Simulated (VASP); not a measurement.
# NiCl4 (Immm) in VASP: single point with PBE

Aim: the single point of NiCl4 with PBE.

Program: VASP 6.6.1. These are calculated values, not measurements. Logs are shortened: lines on timing, memory, paths and dates and some standing lists are left out, and cuts for length are marked.

## Step 1: The cell of the first run

Symmetry: Immm, No. 71, orthorhombic system. The conventional cell has a = 5.376 Å, b = 6.209 Å, c = 6.238 Å, α = 90.00°, β = 90.00°, γ = 90.00°. Within 3.4 Å of Ni (site symmetry mmm) lie 8 Cl at 2.58 Å. Cl (site symmetry -1) has 2 Ni at 2.58 Å and 6 Cl at 2.69 to 3.12 Å within 3.4 Å.

## Step 2: Single point, PBE, collinear spin, ferromagnetic start

The input, INCAR:

```
ALGO = Normal
EDIFF = 1E-6
ENCUT = 520
GGA = PE
ISIF = 2
ISMEAR = 0
ISPIN = 2
LASPH = True
LCHARG = False
LMAXMIX = 4
LORBIT = 11
LREAL = False
LWAVE = False
MAGMOM = 2 0 0 0 0
NBANDS = 31
NELM = 150
PREC = Accurate
SIGMA = 0.15
```

The input, KPOINTS:

```
k-points
0
Gamma
  3 3 3
```

The input, POSCAR:

```
NiCl4
1.0
   -2.6881827768      3.1191174857      3.1045661924
    2.6881827768     -3.1191174857      3.1045661924
    2.6881827768      3.1191174857     -3.1045661924
Ni Cl
1 4
Direct
    0.0000000000      0.0000000000      0.0000000000
    0.0000000000      0.0000000000      0.5000000000
    0.0000000000      0.5000000000      0.0000000000
    0.5000000000      0.5000000000      0.5000000000
    0.5000000000      0.0000000000      0.0000000000
```

Potentials or basis: VASP PAW PBE potentials, release 64 (Ni, Cl).

On the command line:

```
$ cat potpaw_PBE.64/Ni/POTCAR potpaw_PBE.64/Cl/POTCAR > POTCAR
$ mpirun -np 1 vasp_std > vasp.out
```

OUTCAR:

```text
EDIFF = 1E-6
   ENCUT = 520
   GGA = PE
   ISIF = 2
   ISMEAR = 0
   ISPIN = 2
   LASPH = True
   LORBIT = 11
   LREAL = False
   NELM = 150
   PREC = Accurate

 ion  position               nearest neighbor table
   1  0.000  0.000  0.000-   2 2.58   3 2.58   4 2.58   5 2.58   2 2.58   3 2.58   5 2.58   4 2.58

   2  0.000  0.000  0.500-   1 2.58   1 2.58
   3  0.000  0.500  0.000-   1 2.58   1 2.58
   4  0.500  0.500  0.500-   1 2.58   1 2.58
   5  0.500  0.000  0.000-   1 2.58   1 2.58

  LATTYP: Found a body centered orthorhombic cell.
 ALAT       =     5.3763655536
 B/A-ratio  =     1.1548940121
 C/A-ratio  =     1.1603070716

  Lattice vectors:

 A1 = (  -2.6881827768,  -3.1191174857,   3.1045661924)
 A2 = (   2.6881827768,  -3.1191174857,  -3.1045661924)
 A3 = (   2.6881827768,   3.1191174857,   3.1045661924)

Analysis of symmetry for initial positions (statically):
=====================================================================
 Subroutine PRICEL returns:
 Original cell was already a primitive cell.

 Routine SETGRP: Setting up the symmetry group for a
 body centered orthorhombic supercell.

 Subroutine GETGRP returns: Found  8 space group operations
 (whereof  8 operations were pure point group operations)
 out of a pool of  8 trial point group operations.

The static configuration has the point symmetry D_2h.

Analysis of symmetry for dynamics (positions and initial velocities):
=====================================================================
 Subroutine PRICEL returns:
 Original cell was already a primitive cell.

 Routine SETGRP: Setting up the symmetry group for a
 body centered orthorhombic supercell.

 Subroutine GETGRP returns: Found  8 space group operations
 (whereof  8 operations were pure point group operations)
 out of a pool of  8 trial point group operations.

The dynamic configuration has the point symmetry D_2h.

Analysis of structural, dynamic, and magnetic symmetry:
=====================================================================
 Subroutine PRICEL returns:
 Original cell was already a primitive cell.

 Routine SETGRP: Setting up the symmetry group for a
 body centered orthorhombic supercell.

 Subroutine GETGRP returns: Found  8 space group operations
 (whereof  8 operations were pure point group operations)
 out of a pool of  8 trial point group operations.

The overall configuration has the point symmetry D_2h.

 Subroutine INISYM returns: Found  8 space group operations
 (whereof  8 operations are pure point group operations),
 and found     1 'primitive' translations

----------------------------------------------------------------------------------------

                                     Primitive cell

  volume of cell :     104.1241

  direct lattice vectors                    reciprocal lattice vectors
    -2.688182777  3.119117486  3.104566192     0.000000000  0.160301753  0.161053097
     2.688182777 -3.119117486  3.104566192     0.185999257  0.000000000  0.161053097
     2.688182777  3.119117486 -3.104566192     0.185999257  0.160301753  0.000000000

  length of vectors
     5.156893617  5.156893617  5.156893617     0.227232814  0.246036224  0.245545058

  position of ions in fractional coordinates (direct lattice)
     0.000000000  0.000000000  0.000000000
     0.000000000  0.000000000  0.500000000
     0.000000000  0.500000000  0.000000000
     0.500000000  0.500000000  0.500000000
     0.500000000  0.000000000  0.000000000

  ion indices of the primitive-cell ions
   primitive index   ion index
                 1           1
                 2           2
                 3           3
                 4           4
                 5           5

----------------------------------------------------------------------------------------

 KPOINTS: k-points

Automatic generation of k-mesh.
 Grid dimensions read from file:
 generate k-points for:    3    3    3

 Generating k-lattice:

  Cartesian coordinates                     Fractional coordinates (reciprocal lattice)
     0.000000000  0.053433918  0.053684366     0.333333333  0.000000000  0.000000000
     0.061999752  0.000000000  0.053684366     0.000000000  0.333333333  0.000000000
     0.061999752  0.053433918  0.000000000     0.000000000  0.000000000  0.333333333

  Length of vectors
     0.075744271  0.082012075  0.081848353

  Shift w.r.t. Gamma in fractional coordinates (k-lattice)
     0.000000000  0.000000000  0.000000000

 Subroutine IBZKPT returns following result:
 ===========================================

 Found      8 irreducible k-points:

 Following reciprocal coordinates:
            Coordinates               Weight
  0.000000  0.000000  0.000000      1.000000
  0.333333  0.000000 -0.000000      4.000000
  0.000000  0.333333 -0.000000      4.000000
  0.333333  0.333333 -0.000000      8.000000
 -0.333333  0.333333  0.000000      4.000000
 -0.333333  0.333333  0.333333      2.000000
  0.333333 -0.333333  0.333333      2.000000
 -0.333333 -0.333333  0.333333      2.000000
   k-points           NKPTS =      8   k-points in BZ     NKDIM =      8   number of bands    NBANDS=     31
   number of dos      NEDOS =    301   number of ions     NIONS =      5
   total plane-waves  NPLWV =  64000
   dimension x,y,z NGX =    40 NGY =   40 NGZ =   40
   dimension x,y,z NGXF=    80 NGYF=   80 NGZF=   80
   ions per type =               1   4
   NGX,Y,Z   is equivalent  to a cutoff of  12.90, 12.90, 12.90 a.u.
   NGXF,Y,Z  is equivalent  to a cutoff of  25.79, 25.79, 25.79 a.u.
 SYSTEM =  unknown system
   PREC   = accura    normal or accurate (medium, high low for compatibility)
   ISTART =      0    job   : 0-new  1-cont  2-samecut
   ICHARG =      2    charge: 1-file 2-atom 10-const
   ISPIN  =      2    spin polarized calculation?
   LNONCOLLINEAR =      F non collinear calculations
   LSORBIT =      F    spin-orbit coupling
   LASPH  =      T    aspherical Exc in radial PAW
   ENCUT  =  520.0 eV  38.22 Ry    6.18 a.u.   9.59  9.59  9.59*2*pi/ulx,y,z
   NELM   =    150;   NELMIN=  2; NELMDL= -5     # of ELM steps
   EDIFF  = 0.1E-05   stopping-criterion for ELM
   LREAL  =      F    real-space projection
   EDIFFG = 0.1E-04   stopping-criterion for IOM
   NSW    =      0    number of steps for IOM
   IBRION =     -1    ionic relax: 0-MD 1-quasi-New 2-CG
   NFREE  =      0    steps in history (QN), initial steepest desc. (CG)
   ISIF   =      2    stress and relaxation
   ISYM   =      2    0-nonsym 1-usesym 2-fastsym
   POTIM  = 0.5000    time-step for ionic-motion
   TEBEG  =    0.0;   TEEND  =   0.0 temperature during run
   PSTRESS=    0.0 pullay stress
   NELECT =      38.0000    total number of electrons
   NUPDOWN=      -1.0000    fix difference up-down
   EMIN   =  10.00;   EMAX   =-10.00  energy-range for DOS
   EFERMI =   0.00;   METHOD = LEGACY
   ISMEAR =     0;   SIGMA  =   0.15  broadening in eV -4-tet -1-fermi 0-gaus
   EFERMI_NEDOS =   21; number of points for ismear=-14 and -15
   IALGO  =     38    algorithm
   IMIX   =      4    mixing-type and parameters
     AMIX     =   0.40;   BMIX     =  1.00
     AMIX_MAG =   1.60;   BMIX_MAG =  1.00
  volume/ion in A,a.u.               =      20.82       140.53
  Fermi-wavevector in a.u.,A,eV,Ry     =   1.169909  2.210808 18.622130  1.368688
  Thomas-Fermi vector in A             =   2.306375
   LORBIT       =     11    0 simple, 1 ext, 2 COOP (PROOUT), +10 PAW based schemes
   GGA     = PE    functional components
   LHFCALC =     F    Hartree Fock is set to
   AEXX    =    0.0000 exact exchange contribution
   IVDW    =     0    specifies the selected vdW correction
   LEPSILON=     F    determine dielectric tensor
   LRPA    =     F    only Hartree local field effects (RPA)
 spin polarized calculation
 Gauss-broadening in eV      SIGMA  =   0.15
  energy-cutoff  :      520.00
  volume of cell :      104.12
 maximum number of plane-waves:      2822
 NGX is ok and might be reduce to    40
   NGX = 19   NGY = 19   NGZ = 19

 number of electron      37.9999999 magnetization       1.2554373

 Free energy of the ion-electron system (eV)
  ---------------------------------------------------
  ext. energy  EPLUGINS =         0.00000000
  ---------------------------------------------------
  free energy    TOTEN  =       -11.88122344 eV

  energy without entropy =      -11.83329556  energy(sigma->0) =      -11.85725950

 E-fermi :   2.2685     XC(G=0):  -9.3258

 val. band max:        2.2210669610   @ k =  -0.3333   0.3333   0.0000
 cond. band min:       2.2846713002   @ k =   0.0000   0.3333  -0.0000
 fundamental gap:      0.0636043392
 Fermi energy:         2.2684777469

 spin component 1

 k-point     1 :       0.0000    0.0000    0.0000
  band No.  band energies     occupation
      1     -13.4962      1.00000
      2     -12.1912      1.00000
      3     -11.1822      1.00000
      4     -11.1620      1.00000
      5      -2.8879      1.00000
      6      -2.8664      1.00000
[... 261 lines left out ...]
     30      13.7952      0.00000
     31      13.8610      0.00000
 Fermi energy:         2.2684777469

 spin component 2

 k-point     1 :       0.0000    0.0000    0.0000
  band No.  band energies     occupation
      1     -13.4224      1.00000
      2     -12.1101      1.00000
      3     -11.0979      1.00000
      4     -11.0774      1.00000
      5      -2.8249      1.00000
      6      -2.8023      1.00000
[... 261 lines left out ...]
     30      13.8261      0.00000
     31      13.9148      0.00000

------------------------ aborting loop because EDIFF is reached ----------------------------------------

  FORCE on cell =-STRESS in cart. coord.  units (eV):
  Direction    XX          YY          ZZ          XY          YZ          ZX
  --------------------------------------------------------------------------------------
  -------------------------------------------------------------------------------------
  Total       -0.0309183      0.2155013      0.2781318      0.0000000      0.0000000      0.0000000
  in kB       -0.4757449      3.3159583      4.2796657      0.0000000      0.0000000      0.0000000
  external PRESSURE =       2.3732931 kB  Pullay stress =       0.0000000 kB

 VOLUME and BASIS-vectors are now :
 -----------------------------------------------------------------------------
  energy-cutoff  :      520.00
  volume of cell :      104.12
      direct lattice vectors                 reciprocal lattice vectors
    -2.688182777  3.119117486  3.104566192     0.000000000  0.160301753  0.161053097
     2.688182777 -3.119117486  3.104566192     0.185999257  0.000000000  0.161053097
     2.688182777  3.119117486 -3.104566192     0.185999257  0.160301753  0.000000000

 POSITION                                       TOTAL-FORCE (eV/Angst)
 -----------------------------------------------------------------------------------
      0.00000      0.00000      0.00000         0.000000     -0.000000      0.000000
      1.34409      1.55956     -1.55228        -0.000000      0.000000      0.000000
      1.34409     -1.55956      1.55228        -0.000000      0.000000     -0.000000
      1.34409      1.55956      1.55228        -0.000000     -0.000000     -0.000000
     -1.34409      1.55956      1.55228         0.000000      0.000000      0.000000
 -----------------------------------------------------------------------------------
    total drift:                                0.000000     -0.000000      0.000000

  FREE ENERGIE OF THE ION-ELECTRON SYSTEM (eV)
  ---------------------------------------------------
  free  energy   TOTEN  =       -11.8812234450 eV

  energy  without entropy=      -11.8332955623  energy(sigma->0) =      -11.85725950

 total charge

# of ion       s       p       d       tot
------------------------------------------
    1        0.257   0.235   8.250   8.742
    2        1.634   3.355   0.000   4.989
    3        1.634   3.355   0.000   4.989
    4        1.634   3.355   0.000   4.989
    5        1.634   3.355   0.000   4.989
--------------------------------------------------
tot          6.793  13.655   8.250  28.697

 magnetization (x)

# of ion       s       p       d       tot
------------------------------------------
    1       -0.000   0.012   0.954   0.965
    2        0.003   0.057   0.000   0.060
    3        0.003   0.057   0.000   0.060
    4        0.003   0.057   0.000   0.060
    5        0.003   0.057   0.000   0.060
--------------------------------------------------
tot          0.010   0.240   0.954   1.204
```

Wall time 30 s (1 thread of Intel Xeon 6975P-C (Granite Rapids), shared host); peak memory 0.28 GiB.

Results:

- Free energy: -11.8812 eV
- Pressure: 0.2 GPa
- Net moment: 1.26 μB per cell
- Site moments: Ni +0.96; Cl +0.06 μB
- Valence electrons inside the program's atomic spheres: Ni 8.74; Cl 4.99

Stress tensor (GPa, compression positive):
```
-0.05  0.00  0.00
 0.00  0.33  0.00
 0.00  0.00  0.43
```

Caveat: the k points lie up to 0.52 Å⁻¹ apart; a cell with one magnetic atom can't hold antiferromagnetic order, which such compounds often take; semilocal functionals often make such compounds metallic where correlation or magnetic order opens a gap, which also shifts bond lengths. With open d or f shells a metallic result of PBE can be an artefact of self-interaction; +U or a hybrid may open a gap.
